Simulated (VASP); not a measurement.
# SiC (Moissanite 3C) (F-43m) in VASP: notebook

Runs on SiC (Moissanite 3C). Level: LDA. Tasks: single point.

Everything below comes from runs of VASP 6.6.1. Logs are shortened: lines on timing, memory, paths and dates and some standing lists are left out, and cuts for length are marked.

**1. The cell of the first run**

The structure is cubic, space group F-43m (No. 216). Conventional cell: a = 4.358 Å, b = 4.358 Å, c = 4.358 Å, α = 90.00°, β = 90.00°, γ = 90.00°. Within 2.5 Å of Si (site symmetry -43m) lie 4 C at 1.89 Å. C (site symmetry -43m) has 4 Si at 1.89 Å within 2.5 Å.

**2. Single point, LDA**

Input file INCAR:

```
SYSTEM = SiC
ALGO = Normal
EDIFF = 1E-6
ENCUT = 600
GGA_COMPAT = .False.
ISIF = 2
ISMEAR = 0
LASPH = .True.
LCHARG = .False.
LREAL = .False.
LWAVE = .False.
NBANDS = 11
NELM = 120
PREC = Accurate
SIGMA = 0.01
```

Input file KPOINTS:

```
k-points
0
Gamma
  3 3 3
  0 0 0
```

Input file POSCAR:

```
SiC
1.0
    0.0000000000      2.1790000000      2.1790000000
    2.1790000000      0.0000000000      2.1790000000
    2.1790000000      2.1790000000      0.0000000000
Si C
1 1
Direct
    0.0000000000      0.0000000000      0.0000000000
    0.2500000000      0.2500000000      0.2500000000
```

Potentials or basis: VASP PAW LDA potentials, release 64 (Si, C).

Run with:

```bash
$ cat potpaw_LDA.64/Si/POTCAR potpaw_LDA.64/C/POTCAR > POTCAR
$ mpirun -np 1 vasp_std > vasp.out
```

OUTCAR:

```text
SYSTEM = SiC
   EDIFF = 1E-6
   ENCUT = 600
   ISIF = 2
   ISMEAR = 0
   LASPH = .True.
   LREAL = .False.
   NELM = 120
   PREC = Accurate

 ion  position               nearest neighbor table
   1  0.000  0.000  0.000-   2 1.89   2 1.89   2 1.89   2 1.89
   2  0.250  0.250  0.250-   1 1.89   1 1.89   1 1.89   1 1.89

  LATTYP: Found a face centered cubic cell.
 ALAT       =     4.3580000000

  Lattice vectors:

 A1 = (   0.0000000000,   2.1790000000,   2.1790000000)
 A2 = (   2.1790000000,   0.0000000000,   2.1790000000)
 A3 = (   2.1790000000,   2.1790000000,   0.0000000000)

Analysis of symmetry for initial positions (statically):
=====================================================================
 Subroutine PRICEL returns:
 Original cell was already a primitive cell.

 Routine SETGRP: Setting up the symmetry group for a
 face centered cubic supercell.

 Subroutine GETGRP returns: Found 24 space group operations
 (whereof 24 operations were pure point group operations)
 out of a pool of 48 trial point group operations.

The static configuration has the point symmetry T_d .

Analysis of symmetry for dynamics (positions and initial velocities):
=====================================================================
 Subroutine PRICEL returns:
 Original cell was already a primitive cell.

 Routine SETGRP: Setting up the symmetry group for a
 face centered cubic supercell.

 Subroutine GETGRP returns: Found 24 space group operations
 (whereof 24 operations were pure point group operations)
 out of a pool of 48 trial point group operations.

The dynamic configuration has the point symmetry T_d .

 Subroutine INISYM returns: Found 24 space group operations
 (whereof 24 operations are pure point group operations),
 and found     1 'primitive' translations

----------------------------------------------------------------------------------------

                                     Primitive cell

  volume of cell :      20.6920

  direct lattice vectors                    reciprocal lattice vectors
     0.000000000  2.179000000  2.179000000    -0.229463056  0.229463056  0.229463056
     2.179000000  0.000000000  2.179000000     0.229463056 -0.229463056  0.229463056
     2.179000000  2.179000000  0.000000000     0.229463056  0.229463056 -0.229463056

  length of vectors
     3.081571352  3.081571352  3.081571352     0.397441672  0.397441672  0.397441672

  position of ions in fractional coordinates (direct lattice)
     0.000000000  0.000000000  0.000000000
     0.250000000  0.250000000  0.250000000

  ion indices of the primitive-cell ions
   primitive index   ion index
                 1           1
                 2           2

----------------------------------------------------------------------------------------

 KPOINTS: k-points

Automatic generation of k-mesh.
 Grid dimensions read from file:
 generate k-points for:    3    3    3

 Generating k-lattice:

  Cartesian coordinates                     Fractional coordinates (reciprocal lattice)
    -0.076487685  0.076487685  0.076487685     0.333333333  0.000000000  0.000000000
     0.076487685 -0.076487685  0.076487685     0.000000000  0.333333333  0.000000000
     0.076487685  0.076487685 -0.076487685     0.000000000  0.000000000  0.333333333

  Length of vectors
     0.132480557  0.132480557  0.132480557

  Shift w.r.t. Gamma in fractional coordinates (k-lattice)
     0.000000000  0.000000000  0.000000000

 Subroutine IBZKPT returns following result:
 ===========================================

 Found      4 irreducible k-points:

 Following reciprocal coordinates:
            Coordinates               Weight
  0.000000  0.000000  0.000000      1.000000
  0.333333  0.000000  0.000000      8.000000
  0.333333  0.333333  0.000000      6.000000
 -0.333333  0.333333  0.000000     12.000000
   k-points           NKPTS =      4   k-points in BZ     NKDIM =      4   number of bands    NBANDS=     11
   number of dos      NEDOS =    301   number of ions     NIONS =      2
   total plane-waves  NPLWV =  21952
   dimension x,y,z NGX =    28 NGY =   28 NGZ =   28
   dimension x,y,z NGXF=    56 NGYF=   56 NGZF=   56
   ions per type =               1   1
   NGX,Y,Z   is equivalent  to a cutoff of  15.11, 15.11, 15.11 a.u.
   NGXF,Y,Z  is equivalent  to a cutoff of  30.21, 30.21, 30.21 a.u.
 SYSTEM =  SiC
   PREC   = accura    normal or accurate (medium, high low for compatibility)
   ISTART =      0    job   : 0-new  1-cont  2-samecut
   ICHARG =      2    charge: 1-file 2-atom 10-const
   ISPIN  =      1    spin polarized calculation?
   LNONCOLLINEAR =      F non collinear calculations
   LSORBIT =      F    spin-orbit coupling
   LASPH  =      T    aspherical Exc in radial PAW
   ENCUT  =  600.0 eV  44.10 Ry    6.64 a.u.   6.15  6.15  6.15*2*pi/ulx,y,z
   NELM   =    120;   NELMIN=  2; NELMDL= -5     # of ELM steps
   EDIFF  = 0.1E-05   stopping-criterion for ELM
   LREAL  =      F    real-space projection
   EDIFFG = 0.1E-04   stopping-criterion for IOM
   NSW    =      0    number of steps for IOM
   IBRION =     -1    ionic relax: 0-MD 1-quasi-New 2-CG
   NFREE  =      0    steps in history (QN), initial steepest desc. (CG)
   ISIF   =      2    stress and relaxation
   ISYM   =      2    0-nonsym 1-usesym 2-fastsym
   POTIM  = 0.5000    time-step for ionic-motion
   TEBEG  =    0.0;   TEEND  =   0.0 temperature during run
   PSTRESS=    0.0 pullay stress
   NELECT =       8.0000    total number of electrons
   NUPDOWN=      -1.0000    fix difference up-down
   EMIN   =  10.00;   EMAX   =-10.00  energy-range for DOS
   EFERMI =   0.00;   METHOD = LEGACY
   ISMEAR =     0;   SIGMA  =   0.01  broadening in eV -4-tet -1-fermi 0-gaus
   EFERMI_NEDOS =   21; number of points for ismear=-14 and -15
   IALGO  =     38    algorithm
   IMIX   =      4    mixing-type and parameters
     AMIX     =   0.40;   BMIX     =  1.00
     AMIX_MAG =   1.60;   BMIX_MAG =  1.00
  volume/ion in A,a.u.               =      10.35        69.82
  Fermi-wavevector in a.u.,A,eV,Ry     =   1.192626  2.253736 19.352338  1.422357
  Thomas-Fermi vector in A             =   2.328660
   LORBIT       =      0    0 simple, 1 ext, 2 COOP (PROOUT), +10 PAW based schemes
   GGA     = CA    functional components
   LHFCALC =     F    Hartree Fock is set to
   AEXX    =    0.0000 exact exchange contribution
   IVDW    =     0    specifies the selected vdW correction
   LEPSILON=     F    determine dielectric tensor
   LRPA    =     F    only Hartree local field effects (RPA)
 non-spin polarized calculation
 Gauss-broadening in eV      SIGMA  =   0.01
  energy-cutoff  :      600.00
  volume of cell :       20.69
 maximum number of plane-waves:       701
 NGX is ok and might be reduce to    28
   NGX = 13   NGY = 13   NGZ = 13

 number of electron       8.0000000 magnetization

 Free energy of the ion-electron system (eV)
  ---------------------------------------------------
  ext. energy  EPLUGINS =         0.00000000
  ---------------------------------------------------
  free energy    TOTEN  =       -16.13148451 eV

  energy without entropy =      -16.13148451  energy(sigma->0) =      -16.13148451

 E-fermi :   8.3172     XC(G=0): -11.5284

 val. band max:        8.2300264167   @ k =   0.0000   0.0000   0.0000
 cond. band min:      10.6363832995   @ k =   0.3333   0.3333   0.0000
 fundamental gap:      2.4063568829
 Fermi energy:         8.3171555319

 k-point     1 :       0.0000    0.0000    0.0000
  band No.  band energies     occupation
      1      -7.1715      2.00000
      2       8.2300      2.00000
      3       8.2300      2.00000
      4       8.2300      2.00000
      5      14.4725      0.00000
      6      15.2685      0.00000
      7      15.2685      0.00000
      8      15.2685      0.00000
      9      22.5428      0.00000
     10      22.5428      0.00000
     11      24.2360      0.00000

 k-point     2 :       0.3333    0.0000    0.0000
  band No.  band energies     occupation
      1      -5.0792      2.00000
      2       1.9955      2.00000
      3       7.3670      2.00000
      4       7.3670      2.00000
      5      13.7641      0.00000
      6      15.6171      0.00000
      7      15.6171      0.00000
      8      17.9599      0.00000
      9      22.2643      0.00000
     10      22.2643      0.00000
     11      23.1566      0.00000

 k-point     3 :       0.3333    0.3333    0.0000
  band No.  band energies     occupation
      1      -4.3630      2.00000
      2       3.1779      2.00000
      3       5.5653      2.00000
      4       5.5653      2.00000
      5      10.6364      0.00000
      6      13.1760      0.00000
      7      20.1214      0.00000
      8      20.1214      0.00000
      9      21.0905      0.00000
     10      25.6670      0.00000
     11      30.3389      0.00000

 k-point     4 :      -0.3333    0.3333    0.0000
  band No.  band energies     occupation
      1      -2.4180      2.00000
      2       1.1053      2.00000
      3       2.4732      2.00000
      4       6.0091      2.00000
      5      11.8283      0.00000
      6      17.2230      0.00000
      7      18.7635      0.00000
      8      19.5761      0.00000
      9      20.8567      0.00000
     10      22.4972      0.00000
     11      29.6435      0.00000

------------------------ aborting loop because EDIFF is reached ----------------------------------------

  FORCE on cell =-STRESS in cart. coord.  units (eV):
  Direction    XX          YY          ZZ          XY          YZ          ZX
  --------------------------------------------------------------------------------------
  -------------------------------------------------------------------------------------
  Total       -0.3425484     -0.3425484     -0.3425484      0.0000000      0.0000000      0.0000000
  in kB      -26.5234982    -26.5234982    -26.5234982      0.0000000      0.0000000      0.0000000
  external PRESSURE =     -26.5234982 kB  Pullay stress =       0.0000000 kB

 VOLUME and BASIS-vectors are now :
 -----------------------------------------------------------------------------
  energy-cutoff  :      600.00
  volume of cell :       20.69
      direct lattice vectors                 reciprocal lattice vectors
     0.000000000  2.179000000  2.179000000    -0.229463056  0.229463056  0.229463056
     2.179000000  0.000000000  2.179000000     0.229463056 -0.229463056  0.229463056
     2.179000000  2.179000000  0.000000000     0.229463056  0.229463056 -0.229463056

 POSITION                                       TOTAL-FORCE (eV/Angst)
 -----------------------------------------------------------------------------------
      0.00000      0.00000      0.00000         0.000000      0.000000      0.000000
      1.08950      1.08950      1.08950        -0.000000     -0.000000     -0.000000
 -----------------------------------------------------------------------------------
    total drift:                               -0.000000     -0.000000     -0.000000

  FREE ENERGIE OF THE ION-ELECTRON SYSTEM (eV)
  ---------------------------------------------------
  free  energy   TOTEN  =       -16.1314845116 eV

  energy  without entropy=      -16.1314845116  energy(sigma->0) =      -16.13148451
```

Run time: 3.7 s. Hardware: 1 thread of Intel Xeon Platinum 8375C at 2.90GHz (Ice Lake), shared host; peak memory 0.13 GiB.

What came out:

- Free energy: -16.1315 eV
- Pressure: -2.7 GPa
- Band gap on the k mesh: 2.41 eV, indirect (least direct gap 5.07 eV)

Caveat: the k points lie up to 0.83 Å⁻¹ apart.

**3. Single point, LDA**

Input file INCAR:

```
SYSTEM = SiC
PREC = Accurate
ENCUT = 600
EDIFF = 1E-6
ISMEAR = 0
SIGMA = 0.01
LREAL = .FALSE.
LASPH = .TRUE.
NELM = 120
ALGO = Normal
ISIF = 2
LWAVE = .FALSE.
LCHARG = .FALSE.
NBANDS = 11
GGA_COMPAT = .FALSE.
```

Input file KPOINTS:

```
regular mesh
0
G
  5 5 5
  0 0 0
```

POSCAR is that of step 2.

Potentials or basis: VASP PAW LDA potentials, release 64 (Si, C).

Run with:

```bash
$ cat potpaw_LDA.64/Si/POTCAR potpaw_LDA.64/C/POTCAR > POTCAR
$ mpirun -np 1 vasp_std > vasp.out
```

Run time: 4.6 s. Hardware: 1 thread of Intel Xeon Platinum 8375C at 2.90GHz (Ice Lake), shared host; peak memory 0.13 GiB.

Results (log left out):

```yaml
Free_energy: -16.6041 eV
Pressure: -4.1 GPa
Band_gap_on_the_k_mesh: 1.75 eV, indirect (least direct gap 4.74 eV)
```

Levels at points of the mesh, in eV from the valence-band top:
```
           k point  band 1  band 2  band 3  band 4  band 5  band 6  band 7  band 8
(0.00, 0.00, 0.00)  -15.33    0.00    0.00    0.00    6.29    7.17    7.17    7.17
```

Caveat: the k points lie up to 0.50 Å⁻¹ apart. Expect the measured gap to be larger: semilocal functionals such as LDA lack the derivative discontinuity.

**4. Single point, LDA**

Input file INCAR:

```
ALGO = Normal ; EDIFF = 1E-6
ENCUT = 600 ; GGA = CA
GGA_COMPAT = F ; ISIF = 2
ISMEAR = 0 ; LASPH = T
LCHARG = F ; LREAL = F
LWAVE = F ; NBANDS = 11
NELM = 120 ; PREC = Accurate
SIGMA = 0.01
```

Input file KPOINTS:

```
k-points
0
Gamma
  6 6 6
```

POSCAR is that of step 3.

Run with:

```bash
$ cat potpaw_LDA.64/Si/POTCAR potpaw_LDA.64/C/POTCAR > POTCAR
$ mpirun -np 1 vasp_std > vasp.out
```

It took 7.2 s on 1 thread of Intel Xeon Platinum 8375C at 2.90GHz (Ice Lake), shared host; peak memory 0.13 GiB.

Results (log left out):

- Free energy: -16.6291 eV
- Pressure: -4.1 GPa
- Band gap on the k mesh: 1.30 eV, indirect (least direct gap 4.49 eV)

Levels at points of the mesh, in eV from the valence-band top:
| k point | band 1 | band 2 | band 3 | band 4 | band 5 | band 6 | band 7 | band 8 |
| --- | --- | --- | --- | --- | --- | --- | --- | --- |
| (0.00, 0.00, 0.00) | -15.32 | 0.00 | 0.00 | 0.00 | 6.29 | 7.19 | 7.19 | 7.19 |
| (0.50, 0.00, 0.00) | -11.70 | -8.56 | -1.06 | -1.06 | 5.39 | 7.12 | 7.12 | 9.91 |
| (0.50, 0.50, 0.00) | -10.22 | -7.82 | -3.20 | -3.20 | 1.30 | 4.18 | 13.82 | 13.82 |

A k mesh can miss the band edges.

**5. Overview**

```tsv
k mesh	gap on the mesh (eV)	pressure (GPa)
3 × 3 × 3	2.41	-2.7
5 × 5 × 5	1.75	-4.1
6 × 6 × 6	1.30	-4.1
```

Alike in all rows: task single point; level LDA; potentials or basis VASP PAW LDA potentials, release 64 (Si, C); no spin polarisation; cell as given; cutoff (eV) 600; smearing gaussian 0.01 eV.

Caveats: some runs use coarse meshes.

Total energies depend on the potentials used, so only differences within one code and one set of settings carry meaning.
